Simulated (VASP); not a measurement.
# Hg (P6_3/mmc) in VASP: further runs

The runs below take Hg through relaxation of cell and atoms, single point, with LDA.

Program: VASP 6.6.1. These are calculated values, not measurements. Logs are shortened: lines on timing, memory, paths and dates and some standing lists are left out, and cuts for length are marked.

## (1) The cell of the first run

It takes space group P6_3/mmc (No. 194, hexagonal). Conventional cell: a = 3.186 Å, b = 3.186 Å, c = 5.162 Å, α = 90.00°, β = 90.00°, γ = 120.00°. Within 4.2 Å of Hg (site symmetry -6m2) lie 12 Hg at 3.17 to 3.19 Å.

## (2) Relaxation of cell and atoms, LDA

The input, INCAR:

```
PREC = Accurate
ENCUT = 600
EDIFF = 1E-6
ISMEAR = -1
SIGMA = 0.05
LREAL = False
LASPH = True
NELM = 100
ALGO = Normal
ISIF = 3
LWAVE = False
LCHARG = False
GGA = CA
IBRION = 2
NSW = 60
EDIFFG = -0.005
```

The input, KPOINTS:

```
regular mesh
0
Gamma
  15 15 8
```

The input, POSCAR:

```
Hg
1.0
    3.1862461845      0.0000000000      0.0000000000
   -1.5931230922      2.7593701385      0.0000000000
    0.0000000000      0.0000000000      5.1617188189
Hg
2
Direct
    0.3333333333      0.6666666667      0.2500000000
    0.6666666667      0.3333333333      0.7500000000
```

Potentials or basis: VASP PAW LDA potentials, release 64 (Hg).

Command:

```bash
cat potpaw_LDA.64/Hg/POTCAR > POTCAR
mpirun -np 1 vasp_std > vasp.out
```

OUTCAR:

```text
PREC = Accurate
   ENCUT = 600
   EDIFF = 1E-6
   ISMEAR = -1
   LREAL = False
   LASPH = True
   NELM = 100
   ISIF = 3
   GGA = CA
   IBRION = 2
   NSW = 60
   EDIFFG = -0.005

 ion  position               nearest neighbor table
   1  0.333  0.667  0.250-   2 3.17   2 3.17   2 3.17   2 3.17   2 3.17   2 3.17
   2  0.667  0.333  0.750-   1 3.17   1 3.17   1 3.17   1 3.17   1 3.17   1 3.17

  LATTYP: Found a hexagonal cell.
 ALAT       =     3.1862461845
 C/A-ratio  =     1.6200000000

  Lattice vectors:

 A1 = (   3.1862461845,   0.0000000000,   0.0000000000)
 A2 = (  -1.5931230922,   2.7593701385,   0.0000000000)
 A3 = (   0.0000000000,   0.0000000000,   5.1617188189)

Analysis of symmetry for initial positions (statically):
=====================================================================
 Subroutine PRICEL returns:
 Original cell was already a primitive cell.

 Routine SETGRP: Setting up the symmetry group for a
 hexagonal supercell.

 Subroutine GETGRP returns: Found 24 space group operations
 (whereof 12 operations were pure point group operations)
 out of a pool of 24 trial point group operations.

The static configuration has the point symmetry D_3d.
 The point group associated with its full space group is D_6h.

Analysis of symmetry for dynamics (positions and initial velocities):
=====================================================================
 Subroutine PRICEL returns:
 Original cell was already a primitive cell.

 Routine SETGRP: Setting up the symmetry group for a
 hexagonal supercell.

 Subroutine GETGRP returns: Found 24 space group operations
 (whereof 12 operations were pure point group operations)
 out of a pool of 24 trial point group operations.

The dynamic configuration has the point symmetry D_3d.
 The point group associated with its full space group is D_6h.

 Subroutine INISYM returns: Found 24 space group operations
 (whereof 12 operations are pure point group operations),
 and found     1 'primitive' translations

----------------------------------------------------------------------------------------

                                     Primitive cell

  volume of cell :      45.3820

  direct lattice vectors                    reciprocal lattice vectors
     3.186246184  0.000000000  0.000000000     0.313848944  0.181200772  0.000000000
    -1.593123092  2.759370139  0.000000000     0.000000000  0.362401544  0.000000000
     0.000000000  0.000000000  5.161718819     0.000000000  0.000000000  0.193733916

  length of vectors
     3.186246184  3.186246184  5.161718819     0.362401544  0.362401544  0.193733916

  position of ions in fractional coordinates (direct lattice)
     0.333333333  0.666666667  0.250000000
     0.666666667  0.333333333  0.750000000

  ion indices of the primitive-cell ions
   primitive index   ion index
                 1           1
                 2           2

----------------------------------------------------------------------------------------

 KPOINTS: regular mesh

Automatic generation of k-mesh.
 Grid dimensions read from file:
 generate k-points for:   15   15    8

 Generating k-lattice:

  Cartesian coordinates                     Fractional coordinates (reciprocal lattice)
     0.020923263  0.012080051  0.000000000     0.066666667  0.000000000  0.000000000
     0.000000000  0.024160103  0.000000000     0.000000000  0.066666667  0.000000000
     0.000000000  0.000000000  0.024216739     0.000000000  0.000000000  0.125000000

  Length of vectors
     0.024160103  0.024160103  0.024216739

  Shift w.r.t. Gamma in fractional coordinates (k-lattice)
     0.000000000  0.000000000  0.000000000

 Subroutine IBZKPT returns following result:
 ===========================================

 Found    135 irreducible k-points:

 Following reciprocal coordinates:
            Coordinates               Weight
  0.000000  0.000000  0.000000      1.000000
  0.066667 -0.000000  0.000000      6.000000
  0.133333 -0.000000  0.000000      6.000000
  0.200000 -0.000000  0.000000      6.000000
  0.266667 -0.000000  0.000000      6.000000
  0.333333  0.000000  0.000000      6.000000
[... 16 lines left out ...]
  0.333333  0.200000  0.000000     12.000000
  0.400000  0.200000  0.000000      6.000000
 [... further k-points ...]
   k-points           NKPTS =    135   k-points in BZ     NKDIM =    135   number of bands    NBANDS=     16
   number of dos      NEDOS =    301   number of ions     NIONS =      2
   total plane-waves  NPLWV =  32928
   dimension x,y,z NGX =    28 NGY =   28 NGZ =   42
   dimension x,y,z NGXF=    56 NGYF=   56 NGZF=   84
   ions per type =               2
   NGX,Y,Z   is equivalent  to a cutoff of  14.61, 14.61, 13.53 a.u.
   NGXF,Y,Z  is equivalent  to a cutoff of  29.22, 29.22, 27.05 a.u.
 SYSTEM =  unknown system
   PREC   = accura    normal or accurate (medium, high low for compatibility)
   ISTART =      0    job   : 0-new  1-cont  2-samecut
   ICHARG =      2    charge: 1-file 2-atom 10-const
   ISPIN  =      1    spin polarized calculation?
   LNONCOLLINEAR =      F non collinear calculations
   LSORBIT =      F    spin-orbit coupling
   LASPH  =      T    aspherical Exc in radial PAW
   ENCUT  =  600.0 eV  44.10 Ry    6.64 a.u.   6.36  6.36 10.31*2*pi/ulx,y,z
   NELM   =    100;   NELMIN=  2; NELMDL= -5     # of ELM steps
   EDIFF  = 0.1E-05   stopping-criterion for ELM
   LREAL  =      F    real-space projection
   EDIFFG = -.5E-02   stopping-criterion for IOM
   NSW    =     60    number of steps for IOM
   IBRION =      2    ionic relax: 0-MD 1-quasi-New 2-CG
   NFREE  =      1    steps in history (QN), initial steepest desc. (CG)
   ISIF   =      3    stress and relaxation
   ISYM   =      2    0-nonsym 1-usesym 2-fastsym
   POTIM  = 0.5000    time-step for ionic-motion
   TEBEG  =    0.0;   TEEND  =   0.0 temperature during run
   PSTRESS=    0.0 pullay stress
   NELECT =      24.0000    total number of electrons
   NUPDOWN=      -1.0000    fix difference up-down
   EMIN   =  10.00;   EMAX   =-10.00  energy-range for DOS
   EFERMI =   0.00;   METHOD = LEGACY
   ISMEAR =    -1;   SIGMA  =   0.05  broadening in eV -4-tet -1-fermi 0-gaus
   EFERMI_NEDOS =   21; number of points for ismear=-14 and -15
   IALGO  =     38    algorithm
   IMIX   =      4    mixing-type and parameters
     AMIX     =   0.40;   BMIX     =  1.00
     AMIX_MAG =   1.60;   BMIX_MAG =  1.00
  volume/ion in A,a.u.               =      22.69       153.13
  Fermi-wavevector in a.u.,A,eV,Ry     =   1.323886  2.501782 23.846592  1.752675
  Thomas-Fermi vector in A             =   2.453461
   LORBIT       =      0    0 simple, 1 ext, 2 COOP (PROOUT), +10 PAW based schemes
   GGA     = CA    functional components
   LHFCALC =     F    Hartree Fock is set to
   AEXX    =    0.0000 exact exchange contribution
   IVDW    =     0    specifies the selected vdW correction
   LEPSILON=     F    determine dielectric tensor
   LRPA    =     F    only Hartree local field effects (RPA)
 conjugate gradient relaxation of ions
 non-spin polarized calculation
  energy-cutoff  :      600.00
  volume of cell :       45.38
 maximum number of plane-waves:      1536
 NGX is ok and might be reduce to    28
   NGX = 13   NGY = 13   NGZ = 21

--------------------------------------- Ionic step        1  -------------------------------------------

 number of electron      24.0000000 magnetization

 Free energy of the ion-electron system (eV)
  ---------------------------------------------------
  ext. energy  EPLUGINS =         0.00000000
  ---------------------------------------------------
  free energy    TOTEN  =        -1.87360189 eV

  energy without entropy =       -1.86653770  energy(sigma->0) =       -1.87006979

------------------------ aborting loop because EDIFF is reached ----------------------------------------

  FORCE on cell =-STRESS in cart. coord.  units (eV):
  Direction    XX          YY          ZZ          XY          YZ          ZX
  --------------------------------------------------------------------------------------
  -------------------------------------------------------------------------------------
  Total       -0.1473666     -0.1473666     -0.2616573     -0.0000000     -0.0000000      0.0000000
  in kB       -5.2026679     -5.2026679     -9.2376127     -0.0000000     -0.0000000      0.0000000
  external PRESSURE =      -6.5476495 kB  Pullay stress =       0.0000000 kB
[... 89 lines left out ...]
  FREE ENERGIE OF THE ION-ELECTRON SYSTEM (eV)
  ---------------------------------------------------
  free  energy   TOTEN  =        -1.8752230973 eV

  energy  without entropy=       -1.8687408622  energy(sigma->0) =       -1.87198198

[... ionic steps 4 to 8 ...]

--------------------------------------- Ionic step        9  -------------------------------------------

 number of electron      24.0000004 magnetization

------------------------ aborting loop because EDIFF is reached ----------------------------------------

  FORCE on cell =-STRESS in cart. coord.  units (eV):
  Direction    XX          YY          ZZ          XY          YZ          ZX
  --------------------------------------------------------------------------------------
  -------------------------------------------------------------------------------------
  Total        0.0327329      0.0327329      0.0487873      0.0000000     -0.0000000      0.0000000
  in kB        1.1734125      1.1734125      1.7489320      0.0000000     -0.0000000      0.0000000
  external PRESSURE =       1.3652524 kB  Pullay stress =       0.0000000 kB
[... 57 lines left out ...]
  energy  without entropy=       -1.8695956783  energy(sigma->0) =       -1.87259875

--------------------------------------- Ionic step       11  -------------------------------------------

 number of electron      24.0000004 magnetization

 Free energy of the ion-electron system (eV)
  ---------------------------------------------------
  ext. energy  EPLUGINS =         0.00000000
  ---------------------------------------------------
  free energy    TOTEN  =        -1.87570918 eV

  energy without entropy =       -1.86974298  energy(sigma->0) =       -1.87272608

 E-fermi :   2.8061     XC(G=0): -11.4750

 val. band max:        2.7972826064   @ k =   0.3333   0.1333   0.0000
 cond. band min:       2.8127177922   @ k =   0.3333   0.1333   0.1250
 fundamental gap:      0.0154351857
 Fermi energy:         2.8061318962

 k-point     1 :       0.0000    0.0000    0.0000
  band No.  band energies     occupation
      1      -6.5913      2.00000
      2      -5.3252      2.00000
      3      -4.1423      2.00000
      4      -4.1408      2.00000
      5      -4.1408      2.00000
      6      -3.9714      2.00000
[... 8 lines left out ...]
     15      15.4963      0.00000
     16      15.9181      0.00000
[... 420 lines left out ...]
  band No.  band energies     occupation
      1      -4.9354      2.00000
      2      -4.8324      2.00000
      3      -4.7030      2.00000
      4      -4.2509      2.00000
      5      -3.9632      2.00000
      6      -3.8556      2.00000
[... 8 lines left out ...]
     15       7.9681      0.00000
     16       8.0015      0.00000

 [... further k-points ...]
[... 5 lines left out ...]
  --------------------------------------------------------------------------------------
  -------------------------------------------------------------------------------------
  Total        0.0012885      0.0012885      0.0068534      0.0000000      0.0000000     -0.0000000
  in kB        0.0460903      0.0460903      0.2451427      0.0000000      0.0000000     -0.0000000
  external PRESSURE =       0.1124411 kB  Pullay stress =       0.0000000 kB
[... 17 lines left out ...]
  FREE ENERGIE OF THE ION-ELECTRON SYSTEM (eV)
  ---------------------------------------------------
  free  energy   TOTEN  =        -1.8757091841 eV

  energy  without entropy=       -1.8697429819  energy(sigma->0) =       -1.87272608

 reached required accuracy - stopping structural energy minimisation
```

Run time: 4.2 min. Hardware: 1 thread of Intel Xeon Platinum 8488C (Sapphire Rapids), shared host; peak memory 0.23 GiB.

What came out:

| Item | Value |
| --- | --- |
| Free energy | -1.8757 eV |
| Relaxed volume | 22.40 Å³/atom |
| Relaxed cell | a = 3.194 Å, b = 3.194 Å, c = 5.071 Å, α = 90.00°, β = 90.00°, γ = 120.00° |
| Space group after relaxing (to 0.1 Å) | P6_3/mmc (No. 194) |
| Energy gained by relaxing | 1.1 meV/atom |
| Ionic steps | 11 |
| Pressure after relaxing | 0.0 GPa |
| Band gap on the k mesh | zero (bands 12 and 13 overlap by 1.39 eV) |

The path:
| step | energy change (eV) | largest force (eV/Å) | pressure (GPa) | volume (Å³) |
| --- | --- | --- | --- | --- |
| 1 | 0.0000 | 0.0000 | -0.65 | 45.38 |
| 2 | -0.0016 | 0.0000 | -0.06 | 44.78 |
| 3 | -0.0016 | 0.0000 | 0.03 | 44.69 |
| 4 | -0.0016 | 0.0000 | 0.02 | 44.67 |
| 5 | -0.0016 | 0.0000 | 0.07 | 44.65 |
| 6 | -0.0018 | 0.0000 | 0.05 | 44.65 |
| 7 | -0.0020 | 0.0000 | 0.02 | 44.68 |
| 8 | -0.0019 | 0.0000 | 0.01 | 44.71 |
| 9 | -0.0021 | 0.0000 | 0.14 | 44.69 |
| 10 | -0.0020 | 0.0000 | -0.19 | 44.98 |
| 11 | -0.0021 | 0.0000 | 0.01 | 44.79 |

Final structure:
```
Hg
1.0
     3.19379    0.00000    0.00000
    -1.59690    2.76591    0.00000
     0.00000    0.00000    5.07051
Hg
2
Cartesian
  0.0000 1.8439 1.2676
  1.5969 0.9220 3.8029
```

Caveat: spin-orbit coupling is left out, which moves the levels of the heavy elements.

## (3) Single point, LDA

This run uses another cell than the first one, of 22.11 Å³/atom.

The input, INCAR:

```
SYSTEM = Hg
PREC = Accurate
ENCUT = 520
EDIFF = 1E-6
ISMEAR = -1
SIGMA = 0.05
LREAL = .False.
LASPH = .True.
NELM = 80
ALGO = Normal
ISIF = 2
LWAVE = .False.
LCHARG = .False.
GGA = CA
NBANDS = 19
```

The input, KPOINTS:

```
Automatic mesh
0
Gamma
  15 15 8
  0 0 0
```

The input, POSCAR:

```
Hg
1.0
    3.1791125055      0.0000000000      0.0000000000
   -1.5895562527      2.7531921913      0.0000000000
    0.0000000000      0.0000000000      5.0511257269
Hg
2
Direct
    0.3333333333      0.6666666667      0.2500000000
    0.6666666667      0.3333333333      0.7500000000
```

Potentials or basis: VASP PAW LDA potentials, release 64 (Hg).

Command:

```bash
cat potpaw_LDA.64/Hg/POTCAR > POTCAR
mpirun -np 1 vasp_std > vasp.out
```

Wall time 81 s (1 thread of Intel Xeon 8259CL, shared host); peak memory 0.21 GiB.

The run converged. Its results:

```
Free energy            : -1.8744 eV
Pressure               : 0.5 GPa
Band gap on the k mesh : zero (bands 12 and 13 overlap by 1.41 eV)
```

Stress tensor (GPa, compression positive):
```
0.50 0.00 0.00
0.00 0.50 0.00
0.00 0.00 0.63
```

Levels at points of the mesh, in eV from the Fermi level:
```
           k point  band 10  band 11  band 12  band 13  band 14  band 15
(0.00, 0.00, 0.00)    -5.84    -5.84    -1.69    -1.04    12.79    12.79
(0.00, 0.00, 0.50)    -6.09    -6.09    -6.09     7.54     7.54    13.35
```

Caveat: spin-orbit coupling is left out, which moves the levels of the heavy elements.
